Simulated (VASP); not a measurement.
# Al2Cu (Pmm2) in VASP: further runs, part 2 of 2

VASP 6.6.1. The steps go on from the part before.

## Step 3: Single point, PBEsol (mode 4 frozen in at -0.297 Å, strain +e along z and -e/2 along x and y -0.0700)

The input, INCAR:

```
SYSTEM = Al2Cu
PREC = Accurate
ENCUT = 520
EDIFF = 1E-6
ISMEAR = 0
SIGMA = 0.15
LREAL = .False.
LASPH = .True.
NELM = 100
ALGO = Fast
ISIF = 2
LWAVE = .False.
LCHARG = .False.
GGA = PS
NBANDS = 16
```

The input, KPOINTS:

```
Automatic mesh
0
Gamma
  10 10 14
  0 0 0
```

The input, POSCAR:

```
Al2Cu
1.0
    4.2271551709      0.0000000000      0.0000000000
    0.0000000000      4.2271551709      0.0000000000
    0.0000000000      0.0000000000      2.6466817742
Al Cu
2 1
Direct
    0.5049764728      0.0000000000      0.5000000000
   -0.0726456654      0.5000000000      0.5000000000
    0.0287322400      0.0000000000      0.0000000000
```

Potentials or basis: VASP PAW PBE potentials, release 64 (Al, Cu).

On the command line:

```sh
> cat potpaw_PBE.64/Al/POTCAR potpaw_PBE.64/Cu/POTCAR > POTCAR
> mpirun -np 1 vasp_std > vasp.out
```

OUTCAR:

```text
SYSTEM = Al2Cu
   PREC = Accurate
   ENCUT = 520
   EDIFF = 1E-6
   ISMEAR = 0
   LREAL = .False.
   LASPH = .True.
   NELM = 100
   ISIF = 2
   GGA = PS

 ion  position               nearest neighbor table
   1  0.505  0.000  0.500-   3 2.41   3 2.41   3 2.58   3 2.58   2 2.77   2 2.77   2 3.23   2 3.23

   2  0.927  0.500  0.500-   3 2.53   3 2.53   3 2.53   3 2.53   1 2.77   1 2.77   1 3.23   1 3.23

   3  0.029  0.000  0.000-   1 2.41   1 2.41   2 2.53   2 2.53   2 2.53   2 2.53   1 2.58   1 2.58

  LATTYP: Found a simple tetragonal cell.
 ALAT       =     4.2271551709
 C/A-ratio  =     0.6261141754

  Lattice vectors:

 A1 = (   4.2271551709,   0.0000000000,   0.0000000000)
 A2 = (   0.0000000000,   4.2271551709,   0.0000000000)
 A3 = (   0.0000000000,   0.0000000000,   2.6466817742)

Analysis of symmetry for initial positions (statically):
=====================================================================
 Subroutine PRICEL returns:
 Original cell was already a primitive cell.

 Routine SETGRP: Setting up the symmetry group for a
 simple tetragonal supercell.

 Subroutine GETGRP returns: Found  4 space group operations
 (whereof  4 operations were pure point group operations)
 out of a pool of 16 trial point group operations.

The static configuration has the point symmetry C_2v.

Analysis of symmetry for dynamics (positions and initial velocities):
=====================================================================
 Subroutine PRICEL returns:
 Original cell was already a primitive cell.

 Routine SETGRP: Setting up the symmetry group for a
 simple tetragonal supercell.

 Subroutine GETGRP returns: Found  4 space group operations
 (whereof  4 operations were pure point group operations)
 out of a pool of 16 trial point group operations.

[... 112 lines left out ...]
   PSTRESS=    0.0 pullay stress
   NELECT =      17.0000    total number of electrons
   NUPDOWN=      -1.0000    fix difference up-down
   EMIN   =  10.00;   EMAX   =-10.00  energy-range for DOS
   EFERMI =   0.00;   METHOD = LEGACY
   ISMEAR =     0;   SIGMA  =   0.15  broadening in eV -4-tet -1-fermi 0-gaus
   EFERMI_NEDOS =   21; number of points for ismear=-14 and -15
   IALGO  =     68    algorithm
   IMIX   =      4    mixing-type and parameters
     AMIX     =   0.40;   BMIX     =  1.00
     AMIX_MAG =   1.60;   BMIX_MAG =  1.00
  volume/ion in A,a.u.               =      15.76       106.38
  Fermi-wavevector in a.u.,A,eV,Ry     =   1.164015  2.199669 18.434942  1.354930
  Thomas-Fermi vector in A             =   2.300558
   LORBIT       =      0    0 simple, 1 ext, 2 COOP (PROOUT), +10 PAW based schemes
   GGA     = PS    functional components
   LHFCALC =     F    Hartree Fock is set to
   AEXX    =    0.0000 exact exchange contribution
   IVDW    =     0    specifies the selected vdW correction
   LEPSILON=     F    determine dielectric tensor
   LRPA    =     F    only Hartree local field effects (RPA)
 non-spin polarized calculation
 RMM-DIIS sequential band-by-band and
 Gauss-broadening in eV      SIGMA  =   0.15
  energy-cutoff  :      520.00
  volume of cell :       47.29
 maximum number of plane-waves:      1298
   NGX = 15   NGY = 15   NGZ =  9

 number of electron      17.0000028 magnetization

 Free energy of the ion-electron system (eV)
  ---------------------------------------------------
  ext. energy  EPLUGINS =         0.00000000
  ---------------------------------------------------
  free energy    TOTEN  =       -12.38247255 eV

  energy without entropy =      -12.37065208  energy(sigma->0) =      -12.37656231

 E-fermi :   7.3042     XC(G=0): -10.5938

 val. band max:        7.2919512509   @ k =  -0.2000   0.4000   0.3571
 cond. band min:       7.3064151862   @ k =   0.1000   0.1000   0.0000
 fundamental gap:      0.0144639353
 Fermi energy:         7.3041538166

 k-point     1 :       0.0000    0.0000    0.0000
  band No.  band energies     occupation
      1      -3.4159      2.00000
      2       1.5893      2.00000
      3       2.1688      2.00000
      4       2.8873      2.00000
      5       3.4144      2.00000
      6       3.4896      2.00000
[... 433 lines left out ...]
      3       1.8914      2.00000
      4       2.5026      2.00000
      5       2.7996      2.00000
      6       3.4063      2.00000
[... 8 lines left out ...]
     15      18.4018      0.00000
     16      19.3816      0.00000

 [... further k-points ...]
[... 5 lines left out ...]
  --------------------------------------------------------------------------------------
  -------------------------------------------------------------------------------------
  Total        0.5188367     -0.5499885      2.5525499      0.0000000      0.0000000      0.0000000
  in kB       17.5769366    -18.6322845     86.4742329      0.0000000      0.0000000      0.0000000
  external PRESSURE =      28.4729617 kB  Pullay stress =       0.0000000 kB

 VOLUME and BASIS-vectors are now :
 -----------------------------------------------------------------------------
  energy-cutoff  :      520.00
  volume of cell :       47.29
      direct lattice vectors                 reciprocal lattice vectors
     4.227155171  0.000000000  0.000000000     0.236565718  0.000000000  0.000000000
     0.000000000  4.227155171  0.000000000     0.000000000  0.236565718  0.000000000
     0.000000000  0.000000000  2.646681774     0.000000000  0.000000000  0.377831596

 POSITION                                       TOTAL-FORCE (eV/Angst)
 -----------------------------------------------------------------------------------
      2.13461      0.00000      1.32334         0.155129      0.000000      0.000000
      3.92007      2.11358      1.32334         0.448798      0.000000      0.000000
      0.12146      0.00000      0.00000        -0.603927      0.000000      0.000000
 -----------------------------------------------------------------------------------
    total drift:                                0.001937     -0.000000     -0.000012

  FREE ENERGIE OF THE ION-ELECTRON SYSTEM (eV)
  ---------------------------------------------------
  free  energy   TOTEN  =       -12.3824725537 eV

  energy  without entropy=      -12.3706520753  energy(sigma->0) =      -12.37656231
```

OSZICAR:

```text
N       E                     dE             d eps       ncg     rms          rms(c)
DAV:   1     0.605274394109E+02    0.60527E+02   -0.68204E+03  9240   0.115E+03
DAV:   2    -0.120191278702E+02   -0.72547E+02   -0.64347E+02  9792   0.204E+02
DAV:   3    -0.147710206605E+02   -0.27519E+01   -0.26761E+01 12528   0.441E+01
DAV:   4    -0.148324364487E+02   -0.61416E-01   -0.61391E-01 11280   0.563E+00
DAV:   5    -0.148354278831E+02   -0.29914E-02   -0.29914E-02 14632   0.138E+00    0.149E+01
RMM:   6    -0.169937441208E+02   -0.21583E+01   -0.38322E+01 11612   0.954E+01    0.128E+01
RMM:   7    -0.124993409132E+02    0.44944E+01   -0.10578E+01 10469   0.532E+01    0.176E+00
RMM:   8    -0.123923604745E+02    0.10698E+00   -0.10779E+00 10034   0.164E+01    0.148E+00
RMM:   9    -0.123815428787E+02    0.10818E-01   -0.11790E-01 11014   0.446E+00    0.457E-01
RMM:  10    -0.123837955518E+02   -0.22527E-02   -0.46647E-02 11899   0.275E+00    0.419E-01
RMM:  11    -0.123821522694E+02    0.16433E-02   -0.15286E-02 11940   0.172E+00    0.149E-01
RMM:  12    -0.123823336981E+02   -0.18143E-03   -0.42164E-03 12664   0.706E-01    0.604E-02
RMM:  13    -0.123825704813E+02   -0.23678E-03   -0.15111E-03 12251   0.476E-01    0.100E-01
RMM:  14    -0.123824348763E+02    0.13560E-03   -0.83702E-04 11651   0.391E-01    0.279E-02
RMM:  15    -0.123824728939E+02   -0.38018E-04   -0.39511E-04 13417   0.135E-01    0.228E-02
RMM:  16    -0.123824767745E+02   -0.38806E-05   -0.45939E-05 13315   0.559E-02    0.314E-02
RMM:  17    -0.123824734810E+02    0.32935E-05   -0.57009E-06 10712   0.187E-02    0.259E-02
RMM:  18    -0.123824725537E+02    0.92729E-06   -0.20927E-06  9120   0.129E-02
   1 F= -.12382473E+02 E0= -.12376562E+02  d E =-.118205E-01
```

stdout:

```text
POSCAR found type information on POSCAR AlCu
 POSCAR found :  2 types and       3 ions
 scaLAPACK will be used
 -----------------------------------------------------------------------------
|                                                                             |
|                                                                             |
|     You enforced a specific xc type in the INCAR file but a different       |
|     I HOPE YOU KNOW WHAT YOU ARE DOING!                                     |
|                                                                             |
 -----------------------------------------------------------------------------

 LDA part: xc-table for (Slater+PW92), standard interpolation
 POSCAR, INCAR and KPOINTS ok, starting setup
 FFT: planning ... GRIDC
 FFT: planning ... GRID_SOFT
 FFT: planning ... GRID
 WAVECAR not read
 entering main loop
```

Run time: 69 s. Hardware: 1 thread of Intel Xeon 6975P-C (Granite Rapids), shared host; peak memory 0.32 GiB.

What came out:

```yaml
Free_energy: -12.3825 eV
Pressure: 2.8 GPa
Largest_force: 0.604 eV/Å
```

Forces in eV/Å, atoms in the order of the input:
```
Al   0.155  0.000  0.000
Al   0.449  0.000  0.000
Cu  -0.604  0.000  0.000
```

Stress tensor (GPa, compression positive):
```
 1.76  0.00  0.00
 0.00 -1.86  0.00
 0.00  0.00  8.65
```

Levels at points of the mesh, in eV from the Fermi level:
| k point | band 5 | band 6 | band 7 | band 8 | band 9 | band 10 | band 11 | band 12 | band 13 | band 14 |
| --- | --- | --- | --- | --- | --- | --- | --- | --- | --- | --- |
| (0.00, 0.00, 0.00) | -3.89 | -3.81 | -2.88 | -2.84 | -0.78 | 0.17 | 4.94 | 5.49 | 6.57 | 7.16 |
| (0.50, 0.00, 0.00) | -4.56 | -3.90 | -3.81 | -1.56 | 0.53 | 0.97 | 1.53 | 7.33 | 9.09 | 10.46 |
| (0.00, 0.50, 0.00) | -4.47 | -3.89 | -3.83 | -1.78 | 0.25 | 1.05 | 1.97 | 7.43 | 8.55 | 10.41 |
| (0.50, 0.50, 0.00) | -4.54 | -4.43 | -3.90 | -3.82 | -2.65 | 7.95 | 7.98 | 8.69 | 8.82 | 9.44 |
| (0.00, 0.00, 0.50) | -4.75 | -4.09 | -2.54 | 1.62 | 2.57 | 2.73 | 2.89 | 3.04 | 3.93 | 4.28 |
| (0.50, 0.00, 0.50) | -4.17 | -4.14 | -3.15 | -1.79 | -1.15 | 3.46 | 3.98 | 5.16 | 5.21 | 5.53 |
| (0.00, 0.50, 0.50) | -4.22 | -4.11 | -2.86 | -1.91 | -1.14 | 3.63 | 4.37 | 4.51 | 5.46 | 5.81 |
| (0.50, 0.50, 0.50) | -3.94 | -2.87 | -2.44 | -2.16 | -0.52 | -0.04 | 0.44 | 1.08 | 2.39 | 11.26 |

Caveat: the cell differs from its parent crystal (mode 4 frozen in at -0.297 Å, strain +e along z and -e/2 along x and y -0.0700); the PAW data sets were made with another functional, which shifts forces and pressure a little.

## Step 4: Single point, PBEsol (mode 4 frozen in at -0.297 Å, strain +e along z and -e/2 along x and y -0.0233)

The input, INCAR:

```
SYSTEM = Al2Cu
PREC = Accurate ; ENCUT = 520
EDIFF = 1E-6 ; ISMEAR = 0
SIGMA = 0.15 ; LREAL = .False.
LASPH = .True. ; NELM = 100
ALGO = Fast ; ISIF = 2
LWAVE = .False. ; LCHARG = .True.
GGA = PS ; LELF = .True.
LVHAR = .True. ; NBANDS = 16
```

The input, KPOINTS:

```
regular mesh
0
Gamma
  10 10 14
  0 0 0
```

The input, POSCAR:

```
Al2Cu
1.0
    4.1317889166      0.0000000000      0.0000000000
    0.0000000000      4.1317889166      0.0000000000
    0.0000000000      0.0000000000      2.7795850418
Al Cu
2 1
Direct
    0.5049764728      0.0000000000      0.5000000000
   -0.0726456654      0.5000000000      0.5000000000
    0.0287322400      0.0000000000      0.0000000000
```

On the command line:

```sh
> cat potpaw_PBE.64/Al/POTCAR potpaw_PBE.64/Cu/POTCAR > POTCAR
> mpirun -np 1 vasp_std > vasp.out
```

It took 79 s on 1 thread of Intel Xeon 6975P-C (Granite Rapids), shared host; peak memory 0.32 GiB.

The run converged. Its results:

* Free energy: -12.4359 eV
* Pressure: 1.6 GPa
* Largest force: 0.649 eV/Å

Forces on the atoms (eV/Å):
```
Al   0.003  0.000  0.000
Al   0.646  0.000  0.000
Cu  -0.649  0.000  0.000
```

Stress tensor (GPa, compression positive):
```
2.89 0.00 0.00
0.00 0.27 0.00
0.00 0.00 1.70
```

Levels at points of the mesh, in eV from the Fermi level:
```
           k point  band 6  band 7  band 8  band 9  band 10  band 11  band 12  band 13
(0.00, 0.00, 0.00)   -3.98   -2.59   -2.58   -0.35     0.43     5.59     6.18     7.00
(0.50, 0.00, 0.00)   -4.07   -3.97   -1.21    1.04     1.25     1.97     7.99     8.57
(0.00, 0.50, 0.00)   -4.05   -4.00   -1.39    0.58     1.61     2.31     8.04     8.53
(0.50, 0.50, 0.00)   -4.31   -4.07   -4.00   -2.63     8.41     8.45     9.47     9.63
(0.00, 0.00, 0.50)   -4.13   -2.86    1.93    2.25     2.52     2.72     3.13     3.63
(0.50, 0.00, 0.50)   -4.21   -3.26   -2.17   -1.60     3.13     4.05     5.11     5.22
(0.00, 0.50, 0.50)   -4.13   -2.98   -2.27   -1.60     3.73     4.04     4.28     5.31
(0.50, 0.50, 0.50)   -3.25   -2.44   -2.16   -1.07    -0.55     0.06     0.61     2.23
```

Caveat: the cell differs from its parent crystal (mode 4 frozen in at -0.297 Å, strain +e along z and -e/2 along x and y -0.0233); the PAW data sets were made with another functional, which shifts forces and pressure a little.

## Step 5: Single point, PBEsol (mode 4 frozen in at -0.445 Å, strain +e along z and -e/2 along x and y +0.0467)

The input, INCAR:

```
  PREC = Accurate
  ENCUT = 520
  EDIFF = 1E-7
  ISMEAR = 0
  SIGMA = 0.15
  LREAL = F
  LASPH = T
  NELM = 80
  ALGO = Fast
  ISIF = 2
  LWAVE = F
  LCHARG = T
  GGA = PS
  LELF = T
  LVHAR = T
  NBANDS = 16
```

The input, KPOINTS:

```
Automatic mesh
0
Gamma
  10 10 14
```

The input, POSCAR:

```
Al2Cu
1.0
    3.9888416403      0.0000000000      0.0000000000
    0.0000000000      3.9888416403      0.0000000000
    0.0000000000      0.0000000000      2.9787976485
Al Cu
2 1
Direct
    0.5074638706      0.0000000000      0.5000000000
   -0.1089562558      0.5000000000      0.5000000000
    0.0430935180      0.0000000000      0.0000000000
```

On the command line:

```sh
> cat potpaw_PBE.64/Al/POTCAR potpaw_PBE.64/Cu/POTCAR > POTCAR
> mpirun -np 1 vasp_std > vasp.out
```

Wall time 2 min (1 thread of Intel Xeon 6975P-C (Granite Rapids), shared host); peak memory 0.32 GiB.

It converged, with:

```yaml
Free_energy: -12.1072 eV
Pressure: 4.3 GPa
Largest_force: 1.601 eV/Å
```

Forces in eV/Å, atoms in the order of the input:
```
Al  -0.530  0.000  0.000
Al   1.601  0.000  0.000
Cu  -1.071  0.000  0.000
```

Stress tensor (GPa, compression positive):
```
 8.69  0.00  0.00
 0.00  8.12  0.00
 0.00  0.00 -3.95
```

Levels at points of the mesh, in eV from the Fermi level:
```csv
k point,band 6,band 7,band 8,band 9,band 10,band 11,band 12,band 13
"(0.00, 0.00, 0.00)",-3.80,-1.95,-1.79,0.43,0.97,4.93,6.63,6.72
"(0.50, 0.00, 0.00)",-4.01,-3.79,-0.31,1.80,1.83,3.04,6.54,8.32
"(0.00, 0.50, 0.00)",-3.90,-3.86,-0.54,1.05,2.69,3.40,6.42,8.26
"(0.50, 0.50, 0.00)",-4.00,-3.85,-3.78,-2.48,8.53,8.57,8.74,9.10
"(0.00, 0.00, 0.50)",-3.84,-2.99,1.90,2.09,2.46,3.11,3.62,4.05
"(0.50, 0.00, 0.50)",-3.90,-3.26,-2.29,-2.01,2.57,4.72,5.38,5.53
"(0.00, 0.50, 0.50)",-3.73,-2.76,-2.46,-2.00,4.09,4.13,4.16,5.62
"(0.50, 0.50, 0.50)",-3.32,-2.20,-1.84,-1.65,-0.75,-0.26,0.56,2.17
```

Caveat: the cell differs from its parent crystal (mode 4 frozen in at -0.445 Å, strain +e along z and -e/2 along x and y +0.0467); the PAW data sets were made with another functional, which shifts forces and pressure a little.

## Step 6: Single point, PBEsol (mode 4 frozen in at -0.297 Å, strain +e along z and -e/2 along x and y +0.0467)

The input, INCAR:

```
SYSTEM = Al2Cu
ALGO     = Fast           ! electronic algorithm
EDIFF    = 1E-6           ! SCF threshold, eV
ENCUT    = 520            ! plane-wave cutoff, eV
GGA      = PS             ! functional
ISIF     = 2              ! what is computed and relaxed
ISMEAR   = 0              ! smearing method
LASPH    = .True.         ! aspherical terms in the spheres
LCHARG   = .True.         ! write CHGCAR
LELF     = .True.         ! ELF
LREAL    = .False.        ! projectors in reciprocal space
LVHAR    = .True.       
LWAVE    = .False.        ! write WAVECAR
NBANDS   = 16             ! bands
NELM     = 80             ! most SCF steps
PREC     = Accurate       ! precision mode
SIGMA    = 0.15           ! smearing width, eV
```

The input, KPOINTS:

```
k-points
0
Gamma
  10 10 14
  0 0 0
```

The input, POSCAR:

```
Al2Cu
1.0
    3.9888416403      0.0000000000      0.0000000000
    0.0000000000      3.9888416403      0.0000000000
    0.0000000000      0.0000000000      2.9787976485
Al Cu
2 1
Direct
    0.5049764728      0.0000000000      0.5000000000
   -0.0726456654      0.5000000000      0.5000000000
    0.0287322400      0.0000000000      0.0000000000
```

Potentials or basis: VASP PAW PBE potentials, release 64 (Al, Cu).

On the command line:

```sh
> cat potpaw_PBE.64/Al/POTCAR potpaw_PBE.64/Cu/POTCAR > POTCAR
> mpirun -np 1 vasp_std > vasp.out
```

It took 98 s on 1 thread of Intel Xeon 6975P-C (Granite Rapids), shared host; peak memory 0.32 GiB.

It converged, with:

```yaml
Free_energy: -12.3468 eV
Pressure: 1.9 GPa
Largest_force: 0.981 eV/Å
```

Forces in eV/Å, atoms in the order of the input:
```
Al  -0.318  0.000  0.000
Al   0.981  0.000  0.000
Cu  -0.663  0.000  0.000
```

Stress tensor (GPa, compression positive):
```
 5.55  0.00  0.00
 0.00  4.69  0.00
 0.00  0.00 -4.44
```

Levels at points of the mesh, in eV from the Fermi level:
| k point | band 5 | band 6 | band 7 | band 8 | band 9 | band 10 | band 11 | band 12 | band 13 | band 14 |
| --- | --- | --- | --- | --- | --- | --- | --- | --- | --- | --- |
| (0.00, 0.00, 0.00) | -4.02 | -3.95 | -1.98 | -1.91 | 0.58 | 1.02 | 4.91 | 6.77 | 6.77 | 7.57 |
| (0.50, 0.00, 0.00) | -4.11 | -4.08 | -3.94 | -0.45 | 1.88 | 2.01 | 2.89 | 6.46 | 8.36 | 8.79 |
| (0.00, 0.50, 0.00) | -4.05 | -4.02 | -4.00 | -0.57 | 1.30 | 2.69 | 3.03 | 6.40 | 8.33 | 8.73 |
| (0.50, 0.50, 0.00) | -4.13 | -4.07 | -3.99 | -3.92 | -2.40 | 8.43 | 8.66 | 8.73 | 9.29 | 9.46 |
| (0.00, 0.00, 0.50) | -4.57 | -3.92 | -3.07 | 2.11 | 2.32 | 2.61 | 3.05 | 3.44 | 3.70 | 4.13 |
| (0.50, 0.00, 0.50) | -4.02 | -3.97 | -3.17 | -2.46 | -1.93 | 3.02 | 4.52 | 5.11 | 5.34 | 6.24 |
| (0.00, 0.50, 0.50) | -4.08 | -3.88 | -2.89 | -2.56 | -1.92 | 3.92 | 4.23 | 4.25 | 5.48 | 6.69 |
| (0.50, 0.50, 0.50) | -3.73 | -3.50 | -2.15 | -1.88 | -1.55 | -0.91 | -0.16 | 0.28 | 2.32 | 12.60 |

Caveat: the cell differs from its parent crystal (mode 4 frozen in at -0.297 Å, strain +e along z and -e/2 along x and y +0.0467); the PAW data sets were made with another functional, which shifts forces and pressure a little.

## Step 7: Overview

```csv
cell,further INCAR settings,gap on the mesh (eV),pressure (GPa),largest force (eV/Å)
"a = 4.037, b = 4.037, c = 2.912 Å, 3 atoms",ALGO = Fast; EDIFF = 1e-06; NBANDS = 16,none,1.5,0.87
"a = 4.227, b = 4.227, c = 2.647 Å, 3 atoms",ALGO = Fast; EDIFF = 1e-06; NBANDS = 16,none,2.8,0.60
"a = 4.132, b = 4.132, c = 2.780 Å, 3 atoms",ALGO = Fast; EDIFF = 1e-06; NBANDS = 16,none,1.6,0.65
"a = 3.989, b = 3.989, c = 2.979 Å, 3 atoms",ALGO = Fast; EDIFF = 1e-07; NBANDS = 16,none,4.3,1.60
"a = 3.989, b = 3.989, c = 2.979 Å, 3 atoms",ALGO = Fast; EDIFF = 1e-06; NBANDS = 16,none,1.9,0.98
```

Some of these runs hold the atoms at other places in the same cell, which the table doesn't show; runs alike in all that it shows share one row.

Alike in all rows: task single point; level PBEsol; potentials or basis VASP PAW PBE potentials, release 64 (Al, Cu); no spin polarisation; k mesh 10 × 10 × 14; cutoff (eV) 520; smearing gaussian 0.15 eV.

Caveats: the PAW data sets were made with another functional, which shifts forces and pressure a little.

Absolute energies hang on the potentials; compare differences alone.
